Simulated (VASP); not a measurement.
Wanted: the native input for a VASP 6.6.1 run.

```
Task                   : single point
Functional             : PBEsol
Potentials or basis    : VASP PAW PBE potentials, release 64 (Te, Mo_sv)
Cutoff                 : 520 eV
k mesh                 : 12 × 12 × 2
Occupations            : gaussian, width 0.02 eV
Spin                   : no spin polarisation
Dipole correction      : no
Further INCAR settings : ALGO = Normal; EDIFF = 1e-06; NBANDS = 20
```

The structure of Te2Mo lies in POSCAR:

```
Te2Mo
1.0
    3.4910750445      0.0000000000      0.0000000000
   -1.7455375222      3.0233596750      0.0000000000
    0.0000000000      0.0000000000     17.7893202090
Te Mo
2 1
Direct
    0.3333333333      0.6666666667      0.8986255695
    0.3333333333      0.6666666667      0.1013744305
    0.0000000000      0.0000000000      0.0000000000
```

This cell differs from its parent crystal: strain along c alone, the other axes held: +1.5 %, then relaxed in part.

One way to write it, as run:

INCAR

```
PREC = Accurate
ENCUT = 520
EDIFF = 1E-6
ISMEAR = 0
SIGMA = 0.02
LREAL = F
LASPH = T
NELM = 60
ALGO = Normal
ISIF = 2
LWAVE = F
LCHARG = F
GGA = PS
NBANDS = 20
```

KPOINTS

```
regular mesh
0
Gamma
  12 12 2
```

Potentials or basis: VASP PAW PBE potentials, release 64 (Te, Mo_sv).

The run is started by

```console
$ cat potpaw_PBE.64/Te/POTCAR potpaw_PBE.64/Mo_sv/POTCAR > POTCAR
$ mpirun -np 1 vasp_std > vasp.out
```

Results of the run:

```json
{
  "Largest force": "0.030 eV/Å",
  "Band gap on the k mesh": "1.20 eV, direct"
}
```

Caveat: the cell differs from its parent crystal (strain along c alone, the other axes held: +1.5 %, then relaxed in part); the PAW data sets were made with another functional, which shifts forces and pressure a little; spin-orbit coupling is left out, which moves the levels of the heavy elements.

Run time: 4.4 min on 1 thread of Intel Xeon 6975P-C (shared host), peak memory 0.4 GiB.
